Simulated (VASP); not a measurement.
Set up this calculation in VASP 6.6.1, as the native input.

- Task: single point
- Functional: PBE
- Dispersion: D3(BJ)
- Potentials or basis: VASP PAW PBE potentials, release 64 (In_d, Se)
- Cutoff: 520 eV
- k mesh: 9 × 9 × 2
- Occupations: gaussian, width 0.03 eV
- Spin: no spin polarisation
- Dipole correction: no
- Further INCAR settings: ALGO = Normal; EDIFF = 1e-07; NBANDS = 48

The structure of InSe lies in POSCAR:

```
InSe
1.0
   -4.0317714842      0.0000000000      0.0000000000
   -2.0158857421     -3.4916165276      0.0000000000
    0.0000000000      0.0000000000     18.2623716544
In Se
4 4
Direct
    0.3333333333      0.3333333333      0.1529695402
    0.6666666667      0.6666666667      0.6119014898
    0.3333333333      0.3333333333      0.3059624093
    0.6666666667      0.6666666667      0.7648943589
    0.3333333333      0.3333333333      0.5414214187
    0.6666666667      0.6666666667      0.0824894691
    0.3333333333      0.3333333333      0.8353744300
    0.6666666667      0.6666666667      0.3764424805
```

This cell differs from its parent crystal: the distance across one plane changed.

One way to write it, as run:

INCAR

```
SYSTEM = InSe
ALGO     = Normal         ! electronic algorithm
EDIFF    = 1E-7           ! SCF threshold, eV
ENCUT    = 520            ! plane-wave cutoff, eV
GGA      = PE             ! functional
ISIF     = 2              ! what is computed and relaxed
ISMEAR   = 0              ! smearing method
IVDW     = 12             ! dispersion correction
LASPH    = .TRUE.         ! aspherical terms in the spheres
LCHARG   = .FALSE.        ! write CHGCAR
LREAL    = .FALSE.        ! projectors in reciprocal space
LWAVE    = .FALSE.        ! write WAVECAR
NBANDS   = 48             ! bands
NELM     = 60             ! most SCF steps
PREC     = Accurate       ! precision mode
SIGMA    = 0.03           ! smearing width, eV
```

KPOINTS

```
k-points
0
G
  9 9 2
  0 0 0
```

Potentials or basis: VASP PAW PBE potentials, release 64 (In_d, Se).

Launch:

```console
$ cat potpaw_PBE.64/In_d/POTCAR potpaw_PBE.64/Se/POTCAR > POTCAR
$ mpirun -np 1 vasp_std > vasp.out
```

Results of the run:

| Item | Value |
| --- | --- |
| Pressure | -0.1 GPa |
| Largest force | 0.100 eV/Å |
| Band gap on the k mesh | 0.84 eV |
| Dispersion energy per atom | -0.273 eV |

Caveat: the cell differs from its parent crystal (the distance across one plane changed); spin-orbit coupling is left out, which moves the levels of the heavy elements.

It took 9 min on 1 thread of Oxide Virtual Turin-like Processor, on a shared host, peak memory 0.46 GiB.
